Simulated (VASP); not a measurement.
Set up this calculation in VASP 6.6.1, as the native input.

| Quantity | Value |
| --- | --- |
| Task | single point |
| Functional | PBE |
| Potentials or basis | VASP PAW PBE potentials, release 64 (In_d, Sb) |
| Cutoff | 520 eV |
| k mesh | 6 × 6 × 6 |
| Occupations | fermi-dirac, width 0.02 eV |
| Spin | no spin polarisation |
| Dipole correction | no |
| Further INCAR settings | ALGO = Normal; EDIFF = 1e-06; NBANDS = 16 |

The structure of InSb lies in POSCAR:

```
InSb
1.0
    0.0000000000      3.3615008285      3.3615008285
    3.3615008285      0.0000000000      3.3615008285
    3.3615008285      3.3615008285      0.0000000000
In Sb
1 1
Direct
    0.0000000000      0.0000000000      0.0000000000
    0.2500000000      0.2500000000      0.2500000000
```

This cell differs from its parent crystal: strain +2.5%.

These files were run (other wordings do the same):

INCAR

```
ALGO     = Normal         # electronic algorithm
EDIFF    = 1E-6           # SCF threshold, eV
ENCUT    = 520            # plane-wave cutoff, eV
GGA      = PE             # functional
ISIF     = 2              # what is computed and relaxed
ISMEAR   = -1             # smearing method
LASPH    = T              # aspherical terms in the spheres
LCHARG   = T              # write CHGCAR
LELF     = T              # ELF
LREAL    = F              # projectors in reciprocal space
LVHAR    = T            
LWAVE    = F              # write WAVECAR
NBANDS   = 16             # bands
NELM     = 80             # most SCF steps
PREC     = Accurate       # precision mode
SIGMA    = 0.02           # smearing width, eV
```

KPOINTS

```
k-points
0
Gamma
  6 6 6
```

Potentials or basis: VASP PAW PBE potentials, release 64 (In_d, Sb).

Command:

```console
$ cat potpaw_PBE.64/In_d/POTCAR potpaw_PBE.64/Sb/POTCAR > POTCAR
$ mpirun -np 1 vasp_std > vasp.out
```

Results of the run:

```json
{
 "Pressure": "-1.3 GPa",
 "Band gap on the k mesh": "zero (filled and empty bands touch)"
}
```

Caveat: the cell differs from its parent crystal (strain +2.5%); semilocal functionals underestimate gaps, and a narrow one can read as zero; spin-orbit coupling is left out, which moves the levels of the heavy elements.

Wall time 27 s on 1 thread of Intel Xeon 8259CL (shared host), peak memory 0.21 GiB.
